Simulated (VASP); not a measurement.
Wanted: the native input for a VASP 6.6.1 run.

| Quantity | Value |
| --- | --- |
| Task | single point |
| Functional | PBE |
| Potentials or basis | VASP PAW PBE potentials, release 64 (Ta_pv, Si) |
| Cutoff | 520 eV |
| k mesh | 4 × 4 × 1 |
| Occupations | gaussian, width 0.1 eV |
| Spin | no spin polarisation |
| Dipole correction | yes |
| Further INCAR settings | LREAL = Auto; ALGO = Fast; EDIFF = 1e-06; NBANDS = 104 |

The structure of Ta16Si lies in POSCAR:

```
Ta16Si
1.0
    6.6379342676      0.0000000000      0.0000000000
    0.0000000000      6.6379342676      0.0000000000
    0.0000000000      0.0000000000     20.2996559590
Ta Si
16 1
Direct
    0.2500000000      0.2500000000      0.1970476745
    0.2500000000      0.7500000000      0.1970476745
    0.7500000000      0.2500000000      0.1970476745
    0.7500000000      0.7500000000      0.1970476745
    0.0000000000      0.0000000000      0.2787970190
    0.0000000000      0.5000000000      0.2787970190
    0.5000000000      0.0000000000      0.2787970190
    0.5000000000      0.5000000000      0.2787970190
    0.2500000000      0.2500000000      0.3599139068
    0.2500000000      0.7500000000      0.3599139068
    0.7500000000      0.2500000000      0.3599139068
    0.7500000000      0.7500000000      0.3599139068
    0.0000000000      0.0000000000      0.4334879358
    0.0000000000      0.5000000000      0.4334879358
    0.5000000000      0.0000000000      0.4334879358
    0.5000000000      0.5000000000      0.4334879358
    0.0000000000      0.0000000000      0.5529725732
```

These files were run (other wordings do the same):

INCAR

```
SYSTEM = Ta16Si
  ALGO = Fast
  DIPOL = 0.5 0.5 0.331
  EDIFF = 1E-6
  ENCUT = 520
  GGA = PE
  IDIPOL = 3
  ISIF = 2
  ISMEAR = 0
  LASPH = .TRUE.
  LCHARG = .FALSE.
  LDIPOL = .TRUE.
  LREAL = Auto
  LWAVE = .FALSE.
  NBANDS = 104
  NELM = 100
  PREC = Accurate
  SIGMA = 0.1
```

KPOINTS

```
k-points
0
G
  4 4 1
  0 0 0
```

Potentials or basis: VASP PAW PBE potentials, release 64 (Ta_pv, Si).

Run with:

```console
$ cat potpaw_PBE.64/Ta_pv/POTCAR potpaw_PBE.64/Si/POTCAR > POTCAR
$ mpirun -np 1 vasp_std > vasp.out
```

It gave:

```json
{
  "Largest force": "1.216 eV/Å",
  "Band gap on the k mesh": "zero (bands 90 and 91 overlap by 0.47 eV)"
}
```

Caveat: spin-orbit coupling is left out, which moves the levels of the heavy elements.

Wall time 22 min on 1 thread of Oxide Virtual Turin-like Processor, on a shared host, peak memory 0.97 GiB.
